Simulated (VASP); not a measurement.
Runs of VASP 6.6.1 on Be5Te2. The structure is that of space group P3m1 (No. 156), or close to it. The cells are those of the table. 

| task | cell | k mesh | cutoff (eV) | smearing | gap on the mesh (eV) | pressure (GPa) | largest force (eV/Å) |
| --- | --- | --- | --- | --- | --- | --- | --- |
| single point | a = 3.828, b = 3.828, c = 9.215 Å, angles 90.0, 90.0, 120.0°, 7 atoms | 5 × 5 × 2 | 520 | gaussian 0.2 eV | none | 0.1 | 0.05 |
| single point | a = 3.832, b = 3.832, c = 9.152 Å, angles 90.0, 90.0, 120.0°, 7 atoms | 12 × 12 × 4 | 520 | gaussian 0.1 eV | none | 0.1 | 0.02 |
| relaxation of cell and atoms | relaxed from a = 3.920, b = 3.920, c = 8.500 Å, angles 90.0, 90.0, 120.0°, 7 atoms | 5 × 5 × 2 | 600 | gaussian 0.2 eV | none | 0.0 | 0.07 |
| single point | a = 3.832, b = 3.832, c = 9.152 Å, angles 90.0, 90.0, 120.0°, 7 atoms | 6 × 6 × 4 | 520 | gaussian 0.2 eV | none | 0.2 | (a) |
| single point | a = 3.832, b = 3.832, c = 9.151 Å, angles 90.0, 90.0, 120.0°, 7 atoms | 12 × 12 × 4 | 520 | gaussian 0.1 eV | none | 0.1 | 0.02 |

Alike in all rows: level PBE; potentials or basis VASP PAW PBE potentials, release 64 (Be, Te); no spin polarisation.

Task: Fill in the values left out.

Result: (a) 0.04.

Caveats: some runs use coarse meshes; spin-orbit coupling is left out, which moves the levels of the heavy elements; the relaxation stopped at a loose force limit of 0.08 eV/Å, so its end isn't a converged minimum (some runs).

A k mesh can miss the band edges, and the runs leave out spin-orbit coupling on Te.

A gap of «none» marks levels without a gap at the run's occupations.
